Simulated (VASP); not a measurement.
# As (R-3m) in VASP: a series of runs, part 2 of 2

VASP 6.6.1.

## (3) Single point, PBE

This run uses another cell than the first one, of 16.28 Å³/atom, 0.979 times its volume.

Contents of INCAR:

```
SYSTEM = As
PREC = Accurate
ENCUT = 520
EDIFF = 1E-7
ISMEAR = -1
SIGMA = 0.05
LREAL = .FALSE.
LASPH = .TRUE.
NELM = 80
ALGO = Normal
ISIF = 2
LWAVE = .FALSE.
LCHARG = .FALSE.
GGA = PE
NBANDS = 12
```

Contents of KPOINTS:

```
Automatic mesh
0
G
  9 9 9
  0 0 0
```

Contents of POSCAR:

```
As
1.0
    1.7833977045      1.0296451447      2.9545594692
   -1.7833977045      1.0296451447      2.9545594692
    0.0000000000     -2.0592902895      2.9545594692
As
2
Direct
    0.2430584603      0.2430584603      0.2430584603
    0.7569415397      0.7569415397      0.7569415397
```

Potentials or basis: VASP PAW PBE potentials, release 64 (As).

Started as:

```bash
$ cat potpaw_PBE.64/As/POTCAR > POTCAR
$ mpirun -np 1 vasp_std > vasp.out
```

Run time: 23 s. Hardware: 1 thread of Intel Xeon Platinum 8488C (Sapphire Rapids), shared host; peak memory 0.16 GiB.

It converged, with:

```yaml
Free_energy: -8.4958 eV
Pressure: 30.8 GPa
Largest_force: 0.056 eV/Å
Band_gap_on_the_k_mesh: zero (band 5 reaches 8.78 eV, above the bottom of band 6 at 8.03 eV)
```

Forces on the atoms (eV/Å):
```
As   0.000  0.000  0.056
As   0.000  0.000 -0.056
```

Levels at points of the mesh, in eV from the Fermi level:
| k point | band 2 | band 3 | band 4 | band 5 | band 6 | band 7 | band 8 | band 9 |
| --- | --- | --- | --- | --- | --- | --- | --- | --- |
| (0.00, 0.00, 0.00) | -3.40 | -2.45 | -2.31 | -2.31 | 4.19 | 4.59 | 4.59 | 5.71 |

## (4) Single point, PBEsol

This run uses another cell than the first one, of 15.74 Å³/atom, 0.947 times its volume.

Contents of INCAR:

```
SYSTEM = As
ALGO     = Normal         ! electronic algorithm
EDIFF    = 1E-7           ! SCF threshold, eV
ENCUT    = 520            ! plane-wave cutoff, eV
GGA      = PS             ! functional
ISIF     = 2              ! what is computed and relaxed
ISMEAR   = -1             ! smearing method
LASPH    = .True.         ! aspherical terms in the spheres
LCHARG   = .True.         ! write CHGCAR
LELF     = .True.         ! ELF
LREAL    = .False.        ! projectors in reciprocal space
LVHAR    = .True.       
LWAVE    = .False.        ! write WAVECAR
NBANDS   = 12             ! bands
NELM     = 80             ! most SCF steps
PREC     = Accurate       ! precision mode
SIGMA    = 0.05           ! smearing width, eV
```

Contents of KPOINTS:

```
k-points
0
Gamma
  9 9 9
  0 0 0
```

Contents of POSCAR:

```
As
1.0
    1.7692622007      1.0214840078      2.9036109921
   -1.7692622007      1.0214840078      2.9036109921
    0.0000000000     -2.0429680157      2.9036109921
As
2
Direct
    0.2462184005      0.2462184005      0.2462184005
    0.7537815995      0.7537815995      0.7537815995
```

Started as:

```bash
$ cat potpaw_PBE.64/As/POTCAR > POTCAR
$ mpirun -np 1 vasp_std > vasp.out
```

Wall time 18 s (1 thread of Intel Xeon Platinum 8488C (Sapphire Rapids), shared host); peak memory 0.16 GiB.

It converged, with:

| Quantity | Value |
| --- | --- |
| Free energy | -9.4511 eV |
| Pressure | 31.2 GPa |
| Largest force | 0.031 eV/Å |
| Band gap on the k mesh | zero (band 5 reaches 9.08 eV, above the bottom of band 6 at 8.14 eV) |

Forces on the atoms (eV/Å):
```
As   0.000  0.000  0.031
As   0.000  0.000 -0.031
```

Levels at points of the mesh, in eV from the Fermi level:
| k point | band 3 | band 4 | band 5 | band 6 | band 7 | band 8 |
| --- | --- | --- | --- | --- | --- | --- |
| (0.00, 0.00, 0.00) | -2.48 | -2.42 | -2.42 | 4.59 | 4.79 | 4.79 |

Caveat: the PAW data sets were made with another functional, which shifts forces and pressure a little.

## (5) Single point, PBEsol

This run uses another cell than the first one, of 15.74 Å³/atom, 0.947 times its volume.

Contents of INCAR:

```
SYSTEM = As
ALGO = Normal
EDIFF = 1E-6
ENCUT = 520
GGA = PS
ISIF = 2
ISMEAR = -1
LASPH = .TRUE.
LCHARG = .TRUE.
LELF = .TRUE.
LREAL = .FALSE.
LVHAR = .TRUE.
LWAVE = .FALSE.
NBANDS = 12
NELM = 80
PREC = Accurate
SIGMA = 0.05
```

Contents of KPOINTS:

```
k-points
0
G
  9 9 9
  0 0 0
```

Contents of POSCAR:

```
As
1.0
    1.7688015086      1.0212180271      2.9053058548
   -1.7688015086      1.0212180271      2.9053058548
    0.0000000000     -2.0424360542      2.9053058547
As
2
Direct
    0.2461722764      0.2461722764      0.2461722764
    0.7538277236      0.7538277236      0.7538277236
```

Potentials or basis: VASP PAW PBE potentials, release 64 (As).

Started as:

```bash
$ cat potpaw_PBE.64/As/POTCAR > POTCAR
$ mpirun -np 1 vasp_std > vasp.out
```

OUTCAR:

```text
SYSTEM = As
   EDIFF = 1E-6
   ENCUT = 520
   GGA = PS
   ISIF = 2
   ISMEAR = -1
   LASPH = .TRUE.
   LREAL = .FALSE.
   NELM = 80
   PREC = Accurate

 ion  position               nearest neighbor table
   1  0.246  0.246  0.246-   2 2.47   2 2.47   2 2.47   2 2.55   2 2.55   2 2.55
   2  0.754  0.754  0.754-   1 2.47   1 2.47   1 2.47   1 2.55   1 2.55   1 2.55

  LATTYP: Found a trigonal (rhomboedric) cell.
 ALAT       =     3.5513866511
 COS(alpha) =     0.5038736659

  Lattice vectors:

[... 537 lines left out ...]
      7      16.8505      0.00000
      8      16.9016      0.00000
      9      19.5629      0.00000
     10      20.5305      0.00000
     11      23.6521      0.00000
     12      24.8436      0.00000

 [... further k-points ...]
[... 5 lines left out ...]
  --------------------------------------------------------------------------------------
  -------------------------------------------------------------------------------------
  Total        6.1359570      6.1359570      6.1153907      0.0000000      0.0000000     -0.0000000
  in kB      312.2138806    312.2138805    311.1674120      0.0000000      0.0000000     -0.0000000
  external PRESSURE =     311.8650577 kB  Pullay stress =       0.0000000 kB

 VOLUME and BASIS-vectors are now :
 -----------------------------------------------------------------------------
  energy-cutoff  :      520.00
  volume of cell :       31.49
      direct lattice vectors                 reciprocal lattice vectors
     1.768801509  1.021218027  2.905305855     0.282677280  0.163203804  0.114732613
    -1.768801509  1.021218027  2.905305855    -0.282677280  0.163203804  0.114732613
     0.000000000 -2.042436054  2.905305855     0.000000000 -0.326407608  0.114732613

 POSITION                                       TOTAL-FORCE (eV/Angst)
 -----------------------------------------------------------------------------------
      0.00000      0.00000      2.14562         0.000000     -0.000000      0.032355
      0.00000      0.00000      6.57030         0.000000      0.000000     -0.032355
 -----------------------------------------------------------------------------------
    total drift:                               -0.000000     -0.000000      0.000000

  FREE ENERGIE OF THE ION-ELECTRON SYSTEM (eV)
  ---------------------------------------------------
  free  energy   TOTEN  =        -9.4514780202 eV

  energy  without entropy=       -9.4471652429  energy(sigma->0) =       -9.44932163
```

Run time: 16 s. Hardware: 1 thread of Intel Xeon 6975P-C (Granite Rapids), shared host; peak memory 0.17 GiB.

Results:

```
Free energy            : -9.4515 eV
Pressure               : 31.2 GPa
Largest force          : 0.032 eV/Å
Band gap on the k mesh : zero (band 5 reaches 9.09 eV, above the bottom of band 6 at 8.14 eV)
```

Forces in eV/Å, atoms in the order of the input:
```
As   0.000  0.000  0.032
As   0.000  0.000 -0.032
```

Stress tensor (GPa, compression positive):
```
31.22  0.00  0.00
 0.00 31.22  0.00
 0.00  0.00 31.12
```

Levels at points of the mesh, in eV from the Fermi level:
```tsv
k point	band 1	band 2	band 3	band 4	band 5	band 6	band 7	band 8	band 9	band 10
(0.00, 0.00, 0.00)	-17.50	-3.12	-2.49	-2.42	-2.42	4.58	4.79	4.79	5.43	5.43
```

Caveat: the PAW data sets were made with another functional, which shifts forces and pressure a little.

## (6) The runs side by side

| level | cell | gap on the mesh (eV) | pressure (GPa) | largest force (eV/Å) |
| --- | --- | --- | --- | --- |
| RPBE+D3(BJ) | a = 3.627 Å, angles 59.3°, 2 atoms | none | 0.5 | 0.03 |
| PBE | a = 3.601 Å, angles 59.4°, 2 atoms | none | 30.8 | 0.06 |
| PBEsol | a = 3.550 Å, angles 59.8°, 2 atoms | none | 31.2 | 0.03 |
| PBEsol | a = 3.551 Å, angles 59.7°, 2 atoms | none | 31.2 | 0.03 |

Alike in all rows: task single point; potentials or basis VASP PAW PBE potentials, release 64 (As); no spin polarisation; k mesh 9 × 9 × 9; cutoff (eV) 520; smearing fermi-dirac 0.05 eV.

Caveats: the PAW data sets were made with another functional, which shifts forces and pressure a little (some runs); pairwise dispersion overbinds metals, which lowers pressure and volume (some runs).

Absolute energies hang on the potentials; compare differences alone.
